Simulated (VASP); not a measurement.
# TiAl (P-6m2) in VASP: further runs

TiAl is run at these levels: PBEsol; tasks: single point.

All numbers are computed with VASP 6.6.1; they aren't measurements. Logs are shortened: lines on timing, memory, paths and dates and some standing lists are left out, and cuts for length are marked.

### 1 The cell of the first run

The structure is hexagonal, space group P-6m2 (No. 187). The conventional cell has a = 2.948 Å, b = 2.948 Å, c = 4.425 Å, α = 90.00°, β = 90.00°, γ = 120.00°. Ti (site symmetry -6m2) has 6 Al at 2.79 Å and 6 Ti at 2.95 Å within 3.7 Å. Al (site symmetry -6m2) has 6 Ti at 2.79 Å and 6 Al at 2.95 Å within 3.7 Å.

### 2 Single point, PBEsol

Input file INCAR:

```
SYSTEM = TiAl
PREC = Accurate
ENCUT = 520
EDIFF = 1E-6
ISMEAR = 0
SIGMA = 0.15
LREAL = .FALSE.
LASPH = .TRUE.
NELM = 100
ALGO = Fast
ISIF = 2
LWAVE = .FALSE.
LCHARG = .FALSE.
GGA = PS
NBANDS = 14
```

Input file KPOINTS:

```
regular mesh
0
G
  21 21 12
  0 0 0
```

Input file POSCAR:

```
TiAl
1.0
    2.9480723564      0.0000000000      0.0000000000
   -1.4740361782      2.5531055528      0.0000000000
    0.0000000000      0.0000000000      4.4251344905
Ti Al
1 1
Direct
    0.0000000000      0.0000000000      0.0000000000
    0.3333333333      0.6666666667      0.5000000000
```

Potentials or basis: VASP PAW PBE potentials, release 64 (Ti_sv, Al).

Launch:

```bash
cat potpaw_PBE.64/Ti_sv/POTCAR potpaw_PBE.64/Al/POTCAR > POTCAR
mpirun -np 1 vasp_std > vasp.out
```

OUTCAR:

```text
SYSTEM = TiAl
   PREC = Accurate
   ENCUT = 520
   EDIFF = 1E-6
   ISMEAR = 0
   LREAL = .FALSE.
   LASPH = .TRUE.
   NELM = 100
   ISIF = 2
   GGA = PS

 ion  position               nearest neighbor table
   1  0.000  0.000  0.000-   2 2.79   2 2.79   2 2.79   2 2.79   2 2.79   2 2.79
   2  0.333  0.667  0.500-   1 2.79   1 2.79   1 2.79   1 2.79   1 2.79   1 2.79

  LATTYP: Found a hexagonal cell.
 ALAT       =     2.9480723564
 C/A-ratio  =     1.5010264185

  Lattice vectors:

 A1 = (   2.9480723564,   0.0000000000,   0.0000000000)
 A2 = (  -1.4740361782,   2.5531055528,   0.0000000000)
 A3 = (   0.0000000000,   0.0000000000,   4.4251344905)

Analysis of symmetry for initial positions (statically):
=====================================================================
 Subroutine PRICEL returns:
 Original cell was already a primitive cell.

 Routine SETGRP: Setting up the symmetry group for a
 hexagonal supercell.

 Subroutine GETGRP returns: Found 12 space group operations
 (whereof 12 operations were pure point group operations)
 out of a pool of 24 trial point group operations.

The static configuration has the point symmetry D_3h.

Analysis of symmetry for dynamics (positions and initial velocities):
=====================================================================
 Subroutine PRICEL returns:
 Original cell was already a primitive cell.

 Routine SETGRP: Setting up the symmetry group for a
 hexagonal supercell.

 Subroutine GETGRP returns: Found 12 space group operations
 (whereof 12 operations were pure point group operations)
 out of a pool of 24 trial point group operations.

The dynamic configuration has the point symmetry D_3h.

 Subroutine INISYM returns: Found 12 space group operations
 (whereof 12 operations are pure point group operations),
 and found     1 'primitive' translations

----------------------------------------------------------------------------------------

                                     Primitive cell

  volume of cell :      33.3068

  direct lattice vectors                    reciprocal lattice vectors
     2.948072356  0.000000000  0.000000000     0.339204700  0.195839925  0.000000000
    -1.474036178  2.553105553  0.000000000     0.000000000  0.391679850  0.000000000
     0.000000000  0.000000000  4.425134490     0.000000000  0.000000000  0.225981832

  length of vectors
     2.948072356  2.948072356  4.425134490     0.391679850  0.391679850  0.225981832

  position of ions in fractional coordinates (direct lattice)
     0.000000000  0.000000000  0.000000000
     0.333333333  0.666666667  0.500000000

  ion indices of the primitive-cell ions
   primitive index   ion index
                 1           1
                 2           2

----------------------------------------------------------------------------------------

 KPOINTS: regular mesh

Automatic generation of k-mesh.
 Grid dimensions read from file:
 generate k-points for:   21   21   12

 Generating k-lattice:

  Cartesian coordinates                     Fractional coordinates (reciprocal lattice)
     0.016152605  0.009325711  0.000000000     0.047619048 -0.000000000  0.000000000
     0.000000000  0.018651421  0.000000000     0.000000000  0.047619048  0.000000000
     0.000000000  0.000000000  0.018831819     0.000000000  0.000000000  0.083333333

  Length of vectors
     0.018651421  0.018651421  0.018831819

  Shift w.r.t. Gamma in fractional coordinates (k-lattice)
     0.000000000  0.000000000  0.000000000

 Subroutine IBZKPT returns following result:
 ===========================================

 Found    336 irreducible k-points:

 Following reciprocal coordinates:
            Coordinates               Weight
  0.000000  0.000000  0.000000      1.000000
  0.047619 -0.000000  0.000000      6.000000
  0.095238  0.000000  0.000000      6.000000
  0.142857 -0.000000  0.000000      6.000000
  0.190476  0.000000  0.000000      6.000000
  0.238095  0.000000  0.000000      6.000000
[... 16 lines left out ...]
  0.142857  0.095238  0.000000     12.000000
  0.190476  0.095238  0.000000     12.000000
 [... further k-points ...]
   k-points           NKPTS =    336   k-points in BZ     NKDIM =    336   number of bands    NBANDS=     14
   number of dos      NEDOS =    301   number of ions     NIONS =      2
   total plane-waves  NPLWV =  20736
   dimension x,y,z NGX =    24 NGY =   24 NGZ =   36
   dimension x,y,z NGXF=    48 NGYF=   48 NGZF=   72
   ions per type =               1   1
   NGX,Y,Z   is equivalent  to a cutoff of  13.53, 13.53, 13.52 a.u.
   NGXF,Y,Z  is equivalent  to a cutoff of  27.07, 27.07, 27.05 a.u.
 SYSTEM =  TiAl
   PREC   = accura    normal or accurate (medium, high low for compatibility)
   ISTART =      0    job   : 0-new  1-cont  2-samecut
   ICHARG =      2    charge: 1-file 2-atom 10-const
   ISPIN  =      1    spin polarized calculation?
   LNONCOLLINEAR =      F non collinear calculations
   LSORBIT =      F    spin-orbit coupling
   LASPH  =      T    aspherical Exc in radial PAW
   ENCUT  =  520.0 eV  38.22 Ry    6.18 a.u.   5.48  5.48  8.23*2*pi/ulx,y,z
   NELM   =    100;   NELMIN=  2; NELMDL= -5     # of ELM steps
   EDIFF  = 0.1E-05   stopping-criterion for ELM
   LREAL  =      F    real-space projection
   EDIFFG = 0.1E-04   stopping-criterion for IOM
   NSW    =      0    number of steps for IOM
   IBRION =     -1    ionic relax: 0-MD 1-quasi-New 2-CG
   NFREE  =      0    steps in history (QN), initial steepest desc. (CG)
   ISIF   =      2    stress and relaxation
   ISYM   =      2    0-nonsym 1-usesym 2-fastsym
   POTIM  = 0.5000    time-step for ionic-motion
   TEBEG  =    0.0;   TEEND  =   0.0 temperature during run
   PSTRESS=    0.0 pullay stress
   NELECT =      15.0000    total number of electrons
   NUPDOWN=      -1.0000    fix difference up-down
   EMIN   =  10.00;   EMAX   =-10.00  energy-range for DOS
   EFERMI =   0.00;   METHOD = LEGACY
   ISMEAR =     0;   SIGMA  =   0.15  broadening in eV -4-tet -1-fermi 0-gaus
   EFERMI_NEDOS =   21; number of points for ismear=-14 and -15
   IALGO  =     68    algorithm
   IMIX   =      4    mixing-type and parameters
     AMIX     =   0.40;   BMIX     =  1.00
     AMIX_MAG =   1.60;   BMIX_MAG =  1.00
  volume/ion in A,a.u.               =      16.65       112.38
  Fermi-wavevector in a.u.,A,eV,Ry     =   1.254857  2.371335 21.424622  1.574665
  Thomas-Fermi vector in A             =   2.388641
   LORBIT       =      0    0 simple, 1 ext, 2 COOP (PROOUT), +10 PAW based schemes
   GGA     = PS    functional components
   LHFCALC =     F    Hartree Fock is set to
   AEXX    =    0.0000 exact exchange contribution
   IVDW    =     0    specifies the selected vdW correction
   LEPSILON=     F    determine dielectric tensor
   LRPA    =     F    only Hartree local field effects (RPA)
 non-spin polarized calculation
 RMM-DIIS sequential band-by-band and
 Gauss-broadening in eV      SIGMA  =   0.15
  energy-cutoff  :      520.00
  volume of cell :       33.31
 maximum number of plane-waves:       929
 NGX is ok and might be reduce to    24

 number of electron      14.9999997 magnetization

 Free energy of the ion-electron system (eV)
  ---------------------------------------------------
  ext. energy  EPLUGINS =         0.00000000
  ---------------------------------------------------
  free energy    TOTEN  =       -12.89250684 eV

  energy without entropy =      -12.86027423  energy(sigma->0) =      -12.87639054

 E-fermi :   7.7119     XC(G=0): -11.0337

 val. band max:        7.7113077305   @ k =   0.2857  -0.0000   0.4167
 cond. band min:       7.7135255461   @ k =   0.0476  -0.0000   0.4167
 fundamental gap:      0.0022178155
 Fermi energy:         7.7119478178

 k-point     1 :       0.0000    0.0000    0.0000
  band No.  band energies     occupation
      1     -48.6150      2.00000
      2     -25.0457      2.00000
      3     -24.6849      2.00000
      4     -24.6849      2.00000
      5      -1.0377      2.00000
      6       5.7280      2.00000
      7       6.6007      2.00000
      8       8.9084      0.00000
      9       8.9084      0.00000
     10      10.2140      0.00000
     11      10.2140      0.00000
     12      12.5829      0.00000
     13      19.7042      0.00000
     14      19.7042      0.00000

 k-point     2 :       0.0476   -0.0000    0.0000
  band No.  band energies     occupation
      1     -48.6135      2.00000
      2     -25.0441      2.00000
      3     -24.6952      2.00000
      4     -24.6873      2.00000
      5      -0.9839      2.00000
      6       5.7810      2.00000
      7       6.5907      2.00000
      8       8.8547      0.00000
      9       8.9502      0.00000
     10      10.1989      0.00000
     11      10.2492      0.00000
     12      12.5895      0.00000
     13      18.8096      0.00000
     14      19.1553      0.00000

 k-point     3 :       0.0952    0.0000    0.0000
  band No.  band energies     occupation
      1     -48.6090      2.00000
      2     -25.0394      2.00000
      3     -24.7252      2.00000
      4     -24.6941      2.00000
      5      -0.8232      2.00000
      6       5.9348      2.00000
      7       6.5626      2.00000
      8       8.7031      0.00000
      9       9.0742      0.00000
     10      10.1553      0.00000
     11      10.3526      0.00000
     12      12.6067      0.00000
     13      17.3969      0.00000
     14      18.3970      0.00000
[... 324 lines left out ...]
 k-point    23 :       0.1429    0.0952    0.0000
  band No.  band energies     occupation
      1     -48.5894      2.00000
      2     -25.0188      2.00000
      3     -24.8490      2.00000
      4     -24.7297      2.00000
      5      -0.0343      2.00000
      6       6.4646      2.00000
      7       6.5858      2.00000
      8       8.0881      0.00039
      9       9.6611      0.00000
     10       9.8963      0.00000
     11      10.8956      0.00000
     12      12.6266      0.00000
     13      14.7358      0.00000
     14      15.5434      0.00000

 k-point    24 :       0.1905    0.0952    0.0000
  band No.  band energies     occupation
      1     -48.5797      2.00000
      2     -25.0087      2.00000
      3     -24.9085      2.00000
      4     -24.7479      2.00000
      5       0.4281      2.00000
      6       6.4307      2.00000
      7       6.8474      2.00000
      8       7.8284      0.27211
      9       9.7583      0.00000
     10       9.9526      0.00000
     11      11.1957      0.00000
     12      12.5145      0.00000
     13      13.7428      0.00000
     14      15.0367      0.00000

 [... further k-points ...]
[... 5 lines left out ...]
  --------------------------------------------------------------------------------------
  -------------------------------------------------------------------------------------
  Total       -0.9214149     -0.9214149      0.9190099      0.0000000      0.0000000      0.0000000
  in kB      -44.3233346    -44.3233346     44.2076457      0.0000000      0.0000000      0.0000000
  external PRESSURE =     -14.8130078 kB  Pullay stress =       0.0000000 kB

 VOLUME and BASIS-vectors are now :
 -----------------------------------------------------------------------------
  energy-cutoff  :      520.00
  volume of cell :       33.31
      direct lattice vectors                 reciprocal lattice vectors
     2.948072356  0.000000000  0.000000000     0.339204700  0.195839925  0.000000000
    -1.474036178  2.553105553  0.000000000     0.000000000  0.391679850  0.000000000
     0.000000000  0.000000000  4.425134490     0.000000000  0.000000000  0.225981832

 POSITION                                       TOTAL-FORCE (eV/Angst)
 -----------------------------------------------------------------------------------
      0.00000      0.00000      0.00000         0.000000     -0.000000      0.000000
     -0.00000      1.70207      2.21257        -0.000000      0.000000      0.000000
 -----------------------------------------------------------------------------------
    total drift:                                0.000000     -0.000000      0.000000

  FREE ENERGIE OF THE ION-ELECTRON SYSTEM (eV)
  ---------------------------------------------------
  free  energy   TOTEN  =       -12.8925068400 eV

  energy  without entropy=      -12.8602742303  energy(sigma->0) =      -12.87639054
```

Run time: 4.1 min. Hardware: 1 thread of Intel Xeon Platinum 8259CL at 2.50GHz (Skylake/Cascade Lake), shared host; peak memory 0.28 GiB.

What came out:

```yaml
Free_energy: -12.8925 eV
Pressure: -1.5 GPa
```

Caveat: the PAW data sets were made with another functional, which shifts forces and pressure a little.

### 3 Single point, PBEsol

This run uses another cell than the first one, of the same volume but with other edges.

Input file INCAR:

```
ALGO = Fast
EDIFF = 1E-7
ENCUT = 520
GGA = PS
ISIF = 2
ISMEAR = 0
LASPH = T
LCHARG = F
LREAL = F
LWAVE = F
NBANDS = 14
NELM = 100
PREC = Accurate
SIGMA = 0.15
```

Input file KPOINTS:

```
k-points
0
Gamma
  21 21 12
```

Input file POSCAR:

```
TiAl
1.0
    2.7776009532      0.0000000000      0.0000000000
   -1.3888004766      2.4054729871      0.0000000000
    0.0000000000      0.0000000000      4.9849757086
Ti Al
1 1
Direct
    0.0000000000      0.0000000000      0.0000000000
    0.3333333333      0.6666666667      0.5000000000
```

Potentials or basis: VASP PAW PBE potentials, release 64 (Ti_sv, Al).

Launch:

```bash
cat potpaw_PBE.64/Ti_sv/POTCAR potpaw_PBE.64/Al/POTCAR > POTCAR
mpirun -np 1 vasp_std > vasp.out
```

OUTCAR:

```text
EDIFF = 1E-7
   ENCUT = 520
   GGA = PS
   ISIF = 2
   ISMEAR = 0
   LASPH = T
   LREAL = F
   NELM = 100
   PREC = Accurate

 ion  position               nearest neighbor table
   1  0.000  0.000  0.000-   2 2.96   2 2.96   2 2.96   2 2.96   2 2.96   2 2.96
   2  0.333  0.667  0.500-   1 2.96   1 2.96   1 2.96   1 2.96   1 2.96   1 2.96

  LATTYP: Found a hexagonal cell.
 ALAT       =     2.7776009532
 C/A-ratio  =     1.7947055004

  Lattice vectors:

[... 586 lines left out ...]
      7       6.7202      2.00000
      8       8.1057      0.05914
      9      10.3464      0.00000
     10      10.4875      0.00000
     11      10.9423      0.00000
     12      11.1660      0.00000
     13      13.9915      0.00000
     14      16.0950      0.00000

 [... further k-points ...]
[... 5 lines left out ...]
  --------------------------------------------------------------------------------------
  -------------------------------------------------------------------------------------
  Total        0.5688194      0.5688194     -2.9232708      0.0000000      0.0000000     -0.0000000
  in kB       27.3622372     27.3622372   -140.6197270      0.0000000      0.0000000     -0.0000000
  external PRESSURE =     -28.6317508 kB  Pullay stress =       0.0000000 kB

 VOLUME and BASIS-vectors are now :
 -----------------------------------------------------------------------------
  energy-cutoff  :      520.00
  volume of cell :       33.31
      direct lattice vectors                 reciprocal lattice vectors
     2.777600953  0.000000000  0.000000000     0.360022918  0.207859329  0.000000000
    -1.388800477  2.405472987  0.000000000     0.000000000  0.415718657  0.000000000
     0.000000000  0.000000000  4.984975709     0.000000000  0.000000000  0.200602783

 POSITION                                       TOTAL-FORCE (eV/Angst)
 -----------------------------------------------------------------------------------
      0.00000      0.00000      0.00000        -0.000000      0.000000      0.000000
     -0.00000      1.60365      2.49249         0.000000      0.000000      0.000000
 -----------------------------------------------------------------------------------
    total drift:                                0.000000     -0.000000      0.000000

  FREE ENERGIE OF THE ION-ELECTRON SYSTEM (eV)
  ---------------------------------------------------
  free  energy   TOTEN  =       -12.8229716144 eV

  energy  without entropy=      -12.8007827877  energy(sigma->0) =      -12.81187720
```

stdout:

```text
POSCAR found type information on POSCAR TiAl
 POSCAR found :  2 types and       2 ions
 scaLAPACK will be used
 -----------------------------------------------------------------------------
|                                                                             |
|                                                                             |
[... 32 lines left out ...]
 num prob RMM:  31    -0.128229706753E+02   -0.36061E-06   -0.37503E-06  9448   0.723E-03    0.124E-04
WARNING in EDDRMM: call to ZHEGV failed, returncode =   6  3      2
 num prob RMM:  34    -0.128229713402E+02   -0.16560E-06   -0.17753E-06  8414   0.479E-03    0.770E-05
 num prob WARNING in EDDRMM: call to ZHEGV failed, returncode =   6  3     12
WARNING in EDDRMM: call to ZHEGV failed, returncode =   6  3      8
WARNING in EDDRMM: call to ZHEGV failed, returncode =   8  4     13
WARNING in EDDRMM: call to ZHEGV failed, returncode =   8  4     13
```

Wall time 5.7 min (1 thread of Intel Xeon Platinum 8259CL at 2.50GHz (Skylake/Cascade Lake), shared host); peak memory 0.29 GiB.

Results:

* Free energy: -12.8230 eV
* Pressure: -2.9 GPa

Stress tensor (GPa, compression positive):
```
  2.74   0.00   0.00
  0.00   2.74   0.00
  0.00   0.00 -14.06
```

Levels at points of the mesh, in eV from the Fermi level:
| k point | band 5 | band 6 | band 7 | band 8 | band 9 | band 10 |
| --- | --- | --- | --- | --- | --- | --- |
| (0.00, 0.00, 0.00) | -9.20 | -2.78 | -2.59 | 1.26 | 1.26 | 2.73 |
| (0.00, 0.00, 0.50) | -8.54 | -5.51 | -1.01 | 1.27 | 1.27 | 2.93 |

Caveat: the PAW data sets were made with another functional, which shifts forces and pressure a little.
